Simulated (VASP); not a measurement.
# Zr3H (Cmc2_1) in VASP: single point with PBE

Aim: the single point of Zr3H with PBE.

Everything below comes from runs of VASP 6.6.1. Logs are shortened: lines on timing, memory, paths and dates and some standing lists are left out, and cuts for length are marked.

## (1) The cell of the first run

The structure is orthorhombic, space group Cmc2_1 (No. 36). Conventional cell: a = 3.346 Å, b = 5.486 Å, c = 15.936 Å, α = 90.00°, β = 90.00°, γ = 90.00°. Zr (site symmetry m) has 1 H at 2.07 Å within 2.7 Å. Zr (site symmetry m) has 3 H at 2.05 to 2.08 Å within 2.7 Å. Within 4.1 Å of Zr (site symmetry m) lie 12 Zr at 3.13 to 3.35 Å and 1 H at 3.45 Å. Within 2.7 Å of H (site symmetry m) lie 4 Zr at 2.05 to 2.08 Å.

## (2) Single point, PBE

Input file INCAR:

```
SYSTEM = Zr3H
PREC     = Accurate       ! precision mode
ENCUT    = 520            ! plane-wave cutoff, eV
EDIFF    = 1E-6           ! SCF threshold, eV
ISMEAR   = 0              ! smearing method
SIGMA    = 0.1            ! smearing width, eV
LREAL    = .False.        ! projectors in reciprocal space
LASPH    = .True.         ! aspherical terms in the spheres
NELM     = 60             ! most SCF steps
ALGO     = Normal         ! electronic algorithm
ISIF     = 2              ! what is computed and relaxed
LWAVE    = .False.        ! write WAVECAR
LCHARG   = .False.        ! write CHGCAR
GGA      = PE             ! functional
NBANDS   = 47             ! bands
```

Input file KPOINTS:

```
regular mesh
0
Gamma
  10 10 2
  0 0 0
```

Input file POSCAR:

```
Zr3H
1.0
    1.6729484242     -2.7430382790      0.0000000000
    1.6729484242      2.7430382790      0.0000000000
    0.0000000000      0.0000000000     15.9357505891
Zr H
6 2
Direct
    0.7340690710      0.2659309290      0.0039166292
    0.2710206540      0.7289793460      0.8273082758
    0.6324784866      0.3675215134      0.6636539626
    0.2659309290      0.7340690710      0.5039166292
    0.7289793460      0.2710206540      0.3273082758
    0.3675215134      0.6324784866      0.1636539626
    0.6186524758      0.3813475242      0.8801489718
    0.3813475242      0.6186524758      0.3801489718
```

Potentials or basis: VASP PAW PBE potentials, release 64 (Zr_sv, H).

Run with:

```bash
cat potpaw_PBE.64/Zr_sv/POTCAR potpaw_PBE.64/H/POTCAR > POTCAR
mpirun -np 1 vasp_std > vasp.out
```

OUTCAR:

```text
SYSTEM = Zr3H
   PREC = Accurate
   ENCUT = 520
   EDIFF = 1E-6
   ISMEAR = 0
   LREAL = .False.
   LASPH = .True.
   NELM = 60
   ISIF = 2
   GGA = PE

 ion  position               nearest neighbor table
   1  0.734  0.266  0.004-   7 2.07   6 3.13   6 3.13   6 3.24   2 3.28   2 3.28   2 3.79
   2  0.271  0.729  0.827-   7 2.05   7 2.05   7 2.08   3 3.19   3 3.19   3 3.28   1 3.28   1 3.28
                             1 3.79
   3  0.632  0.368  0.664-   4 3.13   4 3.13   2 3.19   2 3.19   4 3.24   2 3.28
   4  0.266  0.734  0.504-   8 2.07   3 3.13   3 3.13   3 3.24   5 3.28   5 3.28   5 3.79
   5  0.729  0.271  0.327-   8 2.05   8 2.05   8 2.08   6 3.19   6 3.19   6 3.28   4 3.28   4 3.28
                             4 3.79
   6  0.368  0.632  0.164-   1 3.13   1 3.13   5 3.19   5 3.19   1 3.24   5 3.28
   7  0.619  0.381  0.880-   2 2.05   2 2.05   1 2.07   2 2.08
   8  0.381  0.619  0.380-   5 2.05   5 2.05   4 2.07   5 2.08

  LATTYP: Found a base centered orthorhombic cell.
 ALAT       =     3.3458968484
 B/A-ratio  =     1.6396430633
 C/A-ratio  =     4.7627740218

  Lattice vectors:

 A1 = (   1.6729484242,  -2.7430382790,   0.0000000000)
 A2 = (   1.6729484242,   2.7430382790,   0.0000000000)
 A3 = (   0.0000000000,   0.0000000000,  15.9357505891)

Analysis of symmetry for initial positions (statically):
=====================================================================
 Subroutine PRICEL returns:
 Original cell was already a primitive cell.

 Routine SETGRP: Setting up the symmetry group for a
 base centered orthorhombic supercell.

 Subroutine GETGRP returns: Found  4 space group operations
 (whereof  2 operations were pure point group operations)
 out of a pool of  8 trial point group operations.

The static configuration has the point symmetry C_1h.
 The point group associated with its full space group is C_2v.

Analysis of symmetry for dynamics (positions and initial velocities):
=====================================================================
 Subroutine PRICEL returns:
 Original cell was already a primitive cell.

 Routine SETGRP: Setting up the symmetry group for a
 base centered orthorhombic supercell.

 Subroutine GETGRP returns: Found  4 space group operations
 (whereof  2 operations were pure point group operations)
 out of a pool of  8 trial point group operations.

The dynamic configuration has the point symmetry C_1h.
 The point group associated with its full space group is C_2v.

 Subroutine INISYM returns: Found  4 space group operations
 (whereof  2 operations are pure point group operations),
 and found     1 'primitive' translations

----------------------------------------------------------------------------------------

                                     Primitive cell

  volume of cell :     146.2571

  direct lattice vectors                    reciprocal lattice vectors
     1.672948424 -2.743038279  0.000000000     0.298873529 -0.182279629  0.000000000
     1.672948424  2.743038279  0.000000000     0.298873529  0.182279629  0.000000000
     0.000000000  0.000000000 15.935750589     0.000000000  0.000000000  0.062751986

  length of vectors
     3.212944978  3.212944978 15.935750589     0.350073206  0.350073206  0.062751986

  position of ions in fractional coordinates (direct lattice)
     0.734069071  0.265930929  0.003916629
     0.271020654  0.728979346  0.827308276
     0.632478487  0.367521513  0.663653963
     0.265930929  0.734069071  0.503916629
     0.728979346  0.271020654  0.327308276
     0.367521513  0.632478487  0.163653963
     0.618652476  0.381347524  0.880148972
     0.381347524  0.618652476  0.380148972

  ion indices of the primitive-cell ions
   primitive index   ion index
                 1           1
                 2           2
                 3           3
                 4           4
                 5           5
                 6           6
                 7           7
                 8           8

----------------------------------------------------------------------------------------

 KPOINTS: regular mesh

Automatic generation of k-mesh.
 Grid dimensions read from file:
 generate k-points for:   10   10    2

 Generating k-lattice:

  Cartesian coordinates                     Fractional coordinates (reciprocal lattice)
     0.029887353 -0.018227963  0.000000000     0.100000000  0.000000000  0.000000000
     0.029887353  0.018227963  0.000000000     0.000000000  0.100000000  0.000000000
     0.000000000  0.000000000  0.031375993     0.000000000  0.000000000  0.500000000

  Length of vectors
     0.035007321  0.035007321  0.031375993

  Shift w.r.t. Gamma in fractional coordinates (k-lattice)
     0.000000000  0.000000000  0.000000000

 Subroutine IBZKPT returns following result:
 ===========================================

 Found     62 irreducible k-points:

 Following reciprocal coordinates:
            Coordinates               Weight
  0.000000  0.000000  0.000000      1.000000
  0.100000  0.000000  0.000000      4.000000
  0.200000  0.000000  0.000000      4.000000
  0.300000  0.000000  0.000000      4.000000
  0.400000  0.000000  0.000000      4.000000
  0.500000  0.000000  0.000000      2.000000
[... 16 lines left out ...]
  0.300000  0.300000  0.000000      2.000000
  0.400000  0.300000  0.000000      4.000000
 [... further k-points ...]
   k-points           NKPTS =     62   k-points in BZ     NKDIM =     62   number of bands    NBANDS=     47
   number of dos      NEDOS =    301   number of ions     NIONS =      8
   total plane-waves  NPLWV =  69120
   dimension x,y,z NGX =    24 NGY =   24 NGZ =  120
   dimension x,y,z NGXF=    48 NGYF=   48 NGZF=  240
   ions per type =               6   2
   NGX,Y,Z   is equivalent  to a cutoff of  12.42, 12.42, 12.52 a.u.
   NGXF,Y,Z  is equivalent  to a cutoff of  24.84, 24.84, 25.04 a.u.
 SYSTEM =  Zr3H
   PREC   = accura    normal or accurate (medium, high low for compatibility)
   ISTART =      0    job   : 0-new  1-cont  2-samecut
   ICHARG =      2    charge: 1-file 2-atom 10-const
   ISPIN  =      1    spin polarized calculation?
   LNONCOLLINEAR =      F non collinear calculations
   LSORBIT =      F    spin-orbit coupling
   LASPH  =      T    aspherical Exc in radial PAW
   ENCUT  =  520.0 eV  38.22 Ry    6.18 a.u.   5.97  5.97 29.63*2*pi/ulx,y,z
   NELM   =     60;   NELMIN=  2; NELMDL= -5     # of ELM steps
   EDIFF  = 0.1E-05   stopping-criterion for ELM
   LREAL  =      F    real-space projection
   EDIFFG = 0.1E-04   stopping-criterion for IOM
   NSW    =      0    number of steps for IOM
   IBRION =     -1    ionic relax: 0-MD 1-quasi-New 2-CG
   NFREE  =      0    steps in history (QN), initial steepest desc. (CG)
   ISIF   =      2    stress and relaxation
   ISYM   =      2    0-nonsym 1-usesym 2-fastsym
   POTIM  = 0.5000    time-step for ionic-motion
   TEBEG  =    0.0;   TEEND  =   0.0 temperature during run
   PSTRESS=    0.0 pullay stress
   NELECT =      74.0000    total number of electrons
   NUPDOWN=      -1.0000    fix difference up-down
   EMIN   =  10.00;   EMAX   =-10.00  energy-range for DOS
   EFERMI =   0.00;   METHOD = LEGACY
   ISMEAR =     0;   SIGMA  =   0.10  broadening in eV -4-tet -1-fermi 0-gaus
   EFERMI_NEDOS =   21; number of points for ismear=-14 and -15
   IALGO  =     38    algorithm
   IMIX   =      4    mixing-type and parameters
     AMIX     =   0.40;   BMIX     =  1.00
     AMIX_MAG =   1.60;   BMIX_MAG =  1.00
  volume/ion in A,a.u.               =      18.28       123.37
  Fermi-wavevector in a.u.,A,eV,Ry     =   1.304507  2.465161 23.153559  1.701739
  Thomas-Fermi vector in A             =   2.435438
   LORBIT       =      0    0 simple, 1 ext, 2 COOP (PROOUT), +10 PAW based schemes
   GGA     = PE    functional components
   LHFCALC =     F    Hartree Fock is set to
   AEXX    =    0.0000 exact exchange contribution
   IVDW    =     0    specifies the selected vdW correction
   LEPSILON=     F    determine dielectric tensor
   LRPA    =     F    only Hartree local field effects (RPA)
 non-spin polarized calculation
 Gauss-broadening in eV      SIGMA  =   0.10
  energy-cutoff  :      520.00
  volume of cell :      146.26
 maximum number of plane-waves:      3974
   NGX = 11   NGY = 11   NGZ = 59

 number of electron      74.0000000 magnetization

 Free energy of the ion-electron system (eV)
  ---------------------------------------------------
  ext. energy  EPLUGINS =         0.00000000
  ---------------------------------------------------
  free energy    TOTEN  =       -59.05846754 eV

  energy without entropy =      -59.01416485  energy(sigma->0) =      -59.03631620

 E-fermi :   8.5346     XC(G=0): -11.0318

 val. band max:        8.5344452714   @ k =  -0.2000   0.1000   0.5000
 cond. band min:       8.5353034547   @ k =   0.3000   0.3000   0.5000
 fundamental gap:      0.0008581834
 Fermi energy:         8.5346207917

 k-point     1 :       0.0000    0.0000    0.0000
  band No.  band energies     occupation
      1     -40.2189      2.00000
      2     -40.1948      2.00000
      3     -40.1855      2.00000
      4     -40.1479      2.00000
      5     -40.0978      2.00000
      6     -40.0844      2.00000
[... 39 lines left out ...]
     46       9.9936      0.00000
     47      10.2500      0.00000

 k-point     2 :       0.1000    0.0000    0.0000
  band No.  band energies     occupation
      1     -40.2092      2.00000
      2     -40.1863      2.00000
      3     -40.1771      2.00000
      4     -40.1418      2.00000
      5     -40.0927      2.00000
      6     -40.0802      2.00000
[... 39 lines left out ...]
     46      10.0967      0.00000
     47      10.1882      0.00000

 k-point     3 :       0.2000    0.0000    0.0000
  band No.  band energies     occupation
      1     -40.1830      2.00000
      2     -40.1640      2.00000
      3     -40.1548      2.00000
      4     -40.1260      2.00000
      5     -40.0797      2.00000
      6     -40.0698      2.00000
[... 1039 lines left out ...]
     46      11.0065      0.00000
     47      11.5161      0.00000

 k-point    24 :       0.4000    0.3000    0.0000
  band No.  band energies     occupation
      1     -40.0905      2.00000
      2     -40.0886      2.00000
      3     -40.0712      2.00000
      4     -40.0681      2.00000
      5     -40.0374      2.00000
      6     -40.0363      2.00000
[... 39 lines left out ...]
     46      10.9639      0.00000
     47      11.5761      0.00000

 [... further k-points ...]
[... 5 lines left out ...]
  --------------------------------------------------------------------------------------
  -------------------------------------------------------------------------------------
  Total       -0.0153885     -0.0055137     -0.0168270      0.0000000      0.0000000      0.0000000
  in kB       -0.1685733     -0.0603996     -0.1843319      0.0000000      0.0000000      0.0000000
  external PRESSURE =      -0.1377683 kB  Pullay stress =       0.0000000 kB

 VOLUME and BASIS-vectors are now :
 -----------------------------------------------------------------------------
  energy-cutoff  :      520.00
  volume of cell :      146.26
      direct lattice vectors                 reciprocal lattice vectors
     1.672948424 -2.743038279  0.000000000     0.298873529 -0.182279629  0.000000000
     1.672948424  2.743038279  0.000000000     0.298873529  0.182279629  0.000000000
     0.000000000  0.000000000 15.935750589     0.000000000  0.000000000  0.062751986

 POSITION                                       TOTAL-FORCE (eV/Angst)
 -----------------------------------------------------------------------------------
      1.67295     -1.28412      0.06241         0.000000      0.000410      0.003318
      1.67295      1.25620     13.18378         0.000000     -0.000921     -0.003691
      1.67295     -0.72679     10.57582         0.000000      0.000555      0.001157
      1.67295      1.28412      8.03029         0.000000     -0.000410      0.003318
      1.67295     -1.25620      5.21590         0.000000      0.000921     -0.003691
      1.67295      0.72679      2.60795         0.000000     -0.000555      0.001157
      1.67295     -0.65094     14.02583         0.000000      0.000687     -0.000784
      1.67295      0.65094      6.05796         0.000000     -0.000687     -0.000784
 -----------------------------------------------------------------------------------
    total drift:                               -0.000000     -0.000000     -0.000019

  FREE ENERGIE OF THE ION-ELECTRON SYSTEM (eV)
  ---------------------------------------------------
  free  energy   TOTEN  =       -59.0584675427 eV

  energy  without entropy=      -59.0141648539  energy(sigma->0) =      -59.03631620
```

Run time: 3.1 min. Hardware: 1 thread of Intel Xeon 6975P-C (Granite Rapids), shared host; peak memory 0.43 GiB.

What came out:

| Item | Value |
| --- | --- |
| Free energy | -59.0585 eV |
| Pressure | 0.0 GPa |
| Largest force | 0.004 eV/Å |
| Band gap on the k mesh | zero (bands 37 and 38 overlap by 1.24 eV) |

Forces on the atoms (eV/Å):
```
Zr   0.000  0.000  0.003
Zr   0.000 -0.001 -0.004
Zr   0.000  0.001  0.001
Zr   0.000  0.000  0.003
Zr   0.000  0.001 -0.004
Zr   0.000 -0.001  0.001
H    0.000  0.001 -0.001
H    0.000 -0.001 -0.001
```

Levels at points of the mesh, in eV from the Fermi level:
```csv
k point,band 33,band 34,band 35,band 36,band 37,band 38,band 39,band 40,band 41,band 42
"(0.00, 0.00, 0.00)",0.19,0.25,0.30,0.30,0.51,0.70,0.82,0.86,1.00,1.28
"(0.50, 0.00, 0.00)",-1.55,-1.19,-1.07,-0.54,-0.11,0.37,0.77,1.03,1.15,1.27
"(0.50, 0.50, 0.00)",-1.55,-1.27,-0.82,-0.01,0.23,0.96,0.96,1.03,1.27,1.67
"(0.00, 0.00, 0.50)",0.29,0.29,0.30,0.30,0.64,0.64,0.72,0.72,1.17,1.17
"(0.50, 0.00, 0.50)",-1.32,-1.32,-0.89,-0.89,0.15,0.15,0.88,0.88,1.37,1.37
"(0.50, 0.50, 0.50)",-1.41,-1.41,-0.41,-0.41,0.42,0.42,1.20,1.20,1.63,1.63
```
